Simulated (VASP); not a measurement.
# SnSe2 (P-3m1) in VASP: a series of runs

The runs below take SnSe2 through single point, with PBEsol.

Everything below comes from runs of VASP 6.6.1. Logs are shortened: lines on timing, memory, paths and dates and some standing lists are left out, and cuts for length are marked.

## Step 1: The cell of the first run

The structure is trigonal, space group P-3m1 (No. 164). Conventional cell: a = 3.817 Å, b = 3.817 Å, c = 6.278 Å, α = 90.00°, β = 90.00°, γ = 120.00°. Sn (site symmetry -3m) has 6 Se at 2.72 Å within 3.6 Å. Within 3.6 Å of Se (site symmetry 3m) lie 3 Sn at 2.72 Å.

## Step 2: Single point, PBEsol (strain along c alone, the other axes held: +2.0 %, then relaxed in part)

File INCAR:

```
ALGO     = Normal         # electronic algorithm
EDIFF    = 1E-6           # SCF threshold, eV
ENCUT    = 520            # plane-wave cutoff, eV
GGA      = PS             # functional
ISIF     = 2              # what is computed and relaxed
ISMEAR   = 0              # smearing method
LASPH    = T              # aspherical terms in the spheres
LCHARG   = F              # write CHGCAR
LREAL    = F              # projectors in reciprocal space
LWAVE    = F              # write WAVECAR
NBANDS   = 20             # bands
NELM     = 100            # most SCF steps
PREC     = Accurate       # precision mode
SIGMA    = 0.02           # smearing width, eV
```

File KPOINTS:

```
k-points
0
Gamma
  12 12 6
```

File POSCAR:

```
SnSe2
1.0
    3.8174487349      0.0000000000      0.0000000000
   -1.9087243674      3.3060075820      0.0000000000
    0.0000000000      0.0000000000      6.2777693624
Sn Se
1 2
Direct
    0.0000000000      0.0000000000      0.0000000000
    0.6666666667      0.3333333333      0.7471109571
    0.3333333333      0.6666666667      0.2528890429
```

Potentials or basis: VASP PAW PBE potentials, release 64 (Sn_d, Se).

Run with:

```
cat potpaw_PBE.64/Sn_d/POTCAR potpaw_PBE.64/Se/POTCAR > POTCAR
mpirun -np 1 vasp_std > vasp.out
```

OUTCAR:

```text
EDIFF = 1E-6
   ENCUT = 520
   GGA = PS
   ISIF = 2
   ISMEAR = 0
   LASPH = T
   LREAL = F
   NELM = 100
   PREC = Accurate

 ion  position               nearest neighbor table
   1  0.000  0.000  0.000-   2 2.72   3 2.72   3 2.72   2 2.72   2 2.72   3 2.72
   2  0.667  0.333  0.747-   1 2.72   1 2.72   1 2.72
   3  0.333  0.667  0.253-   1 2.72   1 2.72   1 2.72

  LATTYP: Found a hexagonal cell.
 ALAT       =     3.8174487349
 C/A-ratio  =     1.6444934296

  Lattice vectors:

 A1 = (   3.8174487349,   0.0000000000,   0.0000000000)
 A2 = (  -1.9087243674,   3.3060075820,   0.0000000000)
 A3 = (   0.0000000000,   0.0000000000,   6.2777693624)

Analysis of symmetry for initial positions (statically):
=====================================================================
 Subroutine PRICEL returns:
 Original cell was already a primitive cell.

 Routine SETGRP: Setting up the symmetry group for a
 hexagonal supercell.

 Subroutine GETGRP returns: Found 12 space group operations
 (whereof 12 operations were pure point group operations)
 out of a pool of 24 trial point group operations.

The static configuration has the point symmetry D_3d.

Analysis of symmetry for dynamics (positions and initial velocities):
=====================================================================
 Subroutine PRICEL returns:
 Original cell was already a primitive cell.

 Routine SETGRP: Setting up the symmetry group for a
 hexagonal supercell.

 Subroutine GETGRP returns: Found 12 space group operations
 (whereof 12 operations were pure point group operations)
 out of a pool of 24 trial point group operations.

The dynamic configuration has the point symmetry D_3d.

 Subroutine INISYM returns: Found 12 space group operations
 (whereof 12 operations are pure point group operations),
 and found     1 'primitive' translations

----------------------------------------------------------------------------------------

                                     Primitive cell

  volume of cell :      79.2287

  direct lattice vectors                    reciprocal lattice vectors
     3.817448735  0.000000000  0.000000000     0.261955057  0.151239823  0.000000000
    -1.908724367  3.306007582  0.000000000     0.000000000  0.302479645  0.000000000
     0.000000000  0.000000000  6.277769362     0.000000000  0.000000000  0.159292249

  length of vectors
     3.817448735  3.817448735  6.277769362     0.302479645  0.302479645  0.159292249

  position of ions in fractional coordinates (direct lattice)
     0.000000000  0.000000000  0.000000000
     0.666666667  0.333333333  0.747110957
     0.333333333  0.666666667  0.252889043

  ion indices of the primitive-cell ions
   primitive index   ion index
                 1           1
                 2           2
                 3           3

----------------------------------------------------------------------------------------

 KPOINTS: k-points

Automatic generation of k-mesh.
 Grid dimensions read from file:
 generate k-points for:   12   12    6

 Generating k-lattice:

  Cartesian coordinates                     Fractional coordinates (reciprocal lattice)
     0.021829588  0.012603319  0.000000000     0.083333333  0.000000000  0.000000000
     0.000000000  0.025206637  0.000000000     0.000000000  0.083333333  0.000000000
     0.000000000  0.000000000  0.026548708     0.000000000  0.000000000  0.166666667

  Length of vectors
     0.025206637  0.025206637  0.026548708

  Shift w.r.t. Gamma in fractional coordinates (k-lattice)
     0.000000000  0.000000000  0.000000000

 Subroutine IBZKPT returns following result:
 ===========================================

 Found    100 irreducible k-points:

 Following reciprocal coordinates:
            Coordinates               Weight
  0.000000  0.000000  0.000000      1.000000
  0.083333  0.000000  0.000000      6.000000
  0.166667  0.000000  0.000000      6.000000
  0.250000 -0.000000  0.000000      6.000000
  0.333333  0.000000  0.000000      6.000000
  0.416667 -0.000000  0.000000      6.000000
[... 16 lines left out ...]
  0.166667  0.000000  0.166667      6.000000
  0.000000  0.166667  0.166667      6.000000
 [... further k-points ...]
   k-points           NKPTS =    100   k-points in BZ     NKDIM =    100   number of bands    NBANDS=     20
   number of dos      NEDOS =    301   number of ions     NIONS =      3
   total plane-waves  NPLWV =  37632
   dimension x,y,z NGX =    28 NGY =   28 NGZ =   48
   dimension x,y,z NGXF=    56 NGYF=   56 NGZF=   96
   ions per type =               1   2
   NGX,Y,Z   is equivalent  to a cutoff of  12.19, 12.19, 12.71 a.u.
   NGXF,Y,Z  is equivalent  to a cutoff of  24.39, 24.39, 25.42 a.u.
 SYSTEM =  unknown system
   PREC   = accura    normal or accurate (medium, high low for compatibility)
   ISTART =      0    job   : 0-new  1-cont  2-samecut
   ICHARG =      2    charge: 1-file 2-atom 10-const
   ISPIN  =      1    spin polarized calculation?
   LNONCOLLINEAR =      F non collinear calculations
   LSORBIT =      F    spin-orbit coupling
   LASPH  =      T    aspherical Exc in radial PAW
   ENCUT  =  520.0 eV  38.22 Ry    6.18 a.u.   7.10  7.10 11.67*2*pi/ulx,y,z
   NELM   =    100;   NELMIN=  2; NELMDL= -5     # of ELM steps
   EDIFF  = 0.1E-05   stopping-criterion for ELM
   LREAL  =      F    real-space projection
   EDIFFG = 0.1E-04   stopping-criterion for IOM
   NSW    =      0    number of steps for IOM
   IBRION =     -1    ionic relax: 0-MD 1-quasi-New 2-CG
   NFREE  =      0    steps in history (QN), initial steepest desc. (CG)
   ISIF   =      2    stress and relaxation
   ISYM   =      2    0-nonsym 1-usesym 2-fastsym
   POTIM  = 0.5000    time-step for ionic-motion
   TEBEG  =    0.0;   TEEND  =   0.0 temperature during run
   PSTRESS=    0.0 pullay stress
   NELECT =      26.0000    total number of electrons
   NUPDOWN=      -1.0000    fix difference up-down
   EMIN   =  10.00;   EMAX   =-10.00  energy-range for DOS
   EFERMI =   0.00;   METHOD = LEGACY
   ISMEAR =     0;   SIGMA  =   0.02  broadening in eV -4-tet -1-fermi 0-gaus
   EFERMI_NEDOS =   21; number of points for ismear=-14 and -15
   IALGO  =     38    algorithm
   IMIX   =      4    mixing-type and parameters
     AMIX     =   0.40;   BMIX     =  1.00
     AMIX_MAG =   1.60;   BMIX_MAG =  1.00
  volume/ion in A,a.u.               =      26.41       178.22
  Fermi-wavevector in a.u.,A,eV,Ry     =   1.129202  2.133883 17.348764  1.275098
  Thomas-Fermi vector in A             =   2.265895
   LORBIT       =      0    0 simple, 1 ext, 2 COOP (PROOUT), +10 PAW based schemes
   GGA     = PS    functional components
   LHFCALC =     F    Hartree Fock is set to
   AEXX    =    0.0000 exact exchange contribution
   IVDW    =     0    specifies the selected vdW correction
   LEPSILON=     F    determine dielectric tensor
   LRPA    =     F    only Hartree local field effects (RPA)
 non-spin polarized calculation
 Gauss-broadening in eV      SIGMA  =   0.02
  energy-cutoff  :      520.00
  volume of cell :       79.23
 maximum number of plane-waves:      2154
   NGX = 15   NGY = 15   NGZ = 23

 number of electron      25.9999998 magnetization

 Free energy of the ion-electron system (eV)
  ---------------------------------------------------
  ext. energy  EPLUGINS =         0.00000000
  ---------------------------------------------------
  free energy    TOTEN  =       -12.98251156 eV

  energy without entropy =      -12.98251156  energy(sigma->0) =      -12.98251156

 E-fermi :   3.8671     XC(G=0):  -9.5376

 val. band max:        3.7865476106   @ k =   0.1667   0.0000   0.1667
 cond. band min:       4.3618214550   @ k =   0.5000  -0.0000   0.3333
 fundamental gap:      0.5752738444
 Fermi energy:         3.8670889609

 k-point     1 :       0.0000    0.0000    0.0000
  band No.  band energies     occupation
      1     -17.3340      2.00000
      2     -17.3340      2.00000
      3     -17.2958      2.00000
      4     -17.2838      2.00000
      5     -17.2838      2.00000
      6      -9.9989      2.00000
[... 12 lines left out ...]
     19      12.7430      0.00000
     20      12.7433      0.00000

 k-point     2 :       0.0833    0.0000    0.0000
  band No.  band energies     occupation
      1     -17.3368      2.00000
      2     -17.3313      2.00000
      3     -17.2939      2.00000
      4     -17.2857      2.00000
      5     -17.2836      2.00000
      6      -9.9308      2.00000
[... 12 lines left out ...]
     19      12.0006      0.00000
     20      12.8339      0.00000

 k-point     3 :       0.1667    0.0000    0.0000
  band No.  band energies     occupation
      1     -17.3454      2.00000
      2     -17.3245      2.00000
      3     -17.2920      2.00000
      4     -17.2866      2.00000
      5     -17.2825      2.00000
      6      -9.7311      2.00000
[... 12 lines left out ...]
     19      11.9360      0.00000
     20      13.0486      0.00000

 k-point     4 :       0.2500   -0.0000    0.0000
  band No.  band energies     occupation
      1     -17.3584      2.00000
      2     -17.3173      2.00000
      3     -17.2975      2.00000
      4     -17.2789      2.00000
      5     -17.2785      2.00000
      6      -9.4157      2.00000
[... 12 lines left out ...]
     19      11.9908      0.00000
     20      13.1409      0.00000

 k-point     5 :       0.3333    0.0000    0.0000
  band No.  band energies     occupation
      1     -17.3721      2.00000
      2     -17.3130      2.00000
      3     -17.3029      2.00000
      4     -17.2724      2.00000
      5     -17.2697      2.00000
      6      -9.0207      2.00000
[... 12 lines left out ...]
     19      12.6847      0.00000
     20      13.3702      0.00000

 k-point     6 :       0.4167   -0.0000    0.0000
  band No.  band energies     occupation
      1     -17.3824      2.00000
      2     -17.3115      2.00000
      3     -17.3066      2.00000
      4     -17.2659      2.00000
      5     -17.2632      2.00000
      6      -8.6232      2.00000
[... 12 lines left out ...]
     19      13.2309      0.00000
     20      14.0145      0.00000

 k-point     7 :       0.5000   -0.0000    0.0000
  band No.  band energies     occupation
      1     -17.3863      2.00000
      2     -17.3112      2.00000
      3     -17.3079      2.00000
      4     -17.2632      2.00000
      5     -17.2608      2.00000
      6      -8.4130      2.00000
[... 12 lines left out ...]
     19      13.4994      0.00000
     20      14.2032      0.00000
[... 277 lines left out ...]
 k-point    20 :       0.0000    0.0000    0.1667
  band No.  band energies     occupation
      1     -17.3340      2.00000
      2     -17.3340      2.00000
      3     -17.2958      2.00000
      4     -17.2838      2.00000
      5     -17.2838      2.00000
      6      -9.9616      2.00000
[... 12 lines left out ...]
     19      12.5735      0.00000
     20      12.5751      0.00000

 k-point    21 :       0.0833    0.0000    0.1667
  band No.  band energies     occupation
      1     -17.3368      2.00000
      2     -17.3313      2.00000
      3     -17.2939      2.00000
      4     -17.2857      2.00000
      5     -17.2836      2.00000
      6      -9.8938      2.00000
[... 12 lines left out ...]
     19      11.9331      0.00000
     20      12.8393      0.00000

 k-point    22 :       0.0000    0.0833    0.1667
  band No.  band energies     occupation
      1     -17.3368      2.00000
      2     -17.3313      2.00000
      3     -17.2939      2.00000
      4     -17.2856      2.00000
      5     -17.2836      2.00000
      6      -9.8938      2.00000
[... 12 lines left out ...]
     19      11.8470      0.00000
     20      12.5695      0.00000

 k-point    23 :       0.1667    0.0000    0.1667
  band No.  band energies     occupation
      1     -17.3454      2.00000
      2     -17.3245      2.00000
      3     -17.2920      2.00000
      4     -17.2866      2.00000
      5     -17.2825      2.00000
      6      -9.6950      2.00000
[... 12 lines left out ...]
     19      12.2473      0.00000
     20      12.5325      0.00000

 k-point    24 :       0.0000    0.1667    0.1667
  band No.  band energies     occupation
      1     -17.3454      2.00000
      2     -17.3245      2.00000
      3     -17.2920      2.00000
      4     -17.2865      2.00000
      5     -17.2825      2.00000
      6      -9.6947      2.00000
[... 12 lines left out ...]
     19      11.7139      0.00000
     20      12.7692      0.00000

 [... further k-points ...]
[... 5 lines left out ...]
  --------------------------------------------------------------------------------------
  -------------------------------------------------------------------------------------
  Total       -0.0394046     -0.0394046     -0.0815282     -0.0000000      0.0000000      0.0000000
  in kB       -0.7968464     -0.7968464     -1.6486779     -0.0000000      0.0000000      0.0000000
  external PRESSURE =      -1.0807902 kB  Pullay stress =       0.0000000 kB

 VOLUME and BASIS-vectors are now :
 -----------------------------------------------------------------------------
  energy-cutoff  :      520.00
  volume of cell :       79.23
      direct lattice vectors                 reciprocal lattice vectors
     3.817448735  0.000000000  0.000000000     0.261955057  0.151239823  0.000000000
    -1.908724367  3.306007582  0.000000000     0.000000000  0.302479645  0.000000000
     0.000000000  0.000000000  6.277769362     0.000000000  0.000000000  0.159292249

 POSITION                                       TOTAL-FORCE (eV/Angst)
 -----------------------------------------------------------------------------------
      0.00000      0.00000      0.00000         0.000000      0.000000      0.000000
      1.90872      1.10200      4.69019         0.000000      0.000000     -0.020049
     -0.00000      2.20401      1.58758        -0.000000     -0.000000      0.020049
 -----------------------------------------------------------------------------------
    total drift:                                0.000000      0.000000      0.000000

  FREE ENERGIE OF THE ION-ELECTRON SYSTEM (eV)
  ---------------------------------------------------
  free  energy   TOTEN  =       -12.9825115600 eV

  energy  without entropy=      -12.9825115600  energy(sigma->0) =      -12.98251156
```

Run time: 2.4 min. Hardware: 1 thread of Intel Xeon 8259CL, shared host; peak memory 0.29 GiB.

What came out:

* Free energy: -12.9825 eV
* Pressure: -0.1 GPa
* Largest force: 0.020 eV/Å
* Band gap on the k mesh: 0.58 eV, indirect (least direct gap 1.11 eV)

Forces in eV/Å, atoms in the order of the input:
```
Sn   0.000  0.000  0.000
Se   0.000  0.000 -0.020
Se   0.000  0.000  0.020
```

Stress tensor (GPa, compression positive):
```
-0.08  0.00  0.00
 0.00 -0.08  0.00
 0.00  0.00 -0.16
```

Caveat: the cell differs from its parent crystal (strain along c alone, the other axes held: +2.0 %, then relaxed in part); the PAW data sets were made with another functional, which shifts forces and pressure a little; spin-orbit coupling is left out, which moves the levels of the heavy elements; this functional lacks dispersion, which binds the layers, so the pressure and a relaxed spacing across them are unreliable.

(Continued in part 2 of 2.)
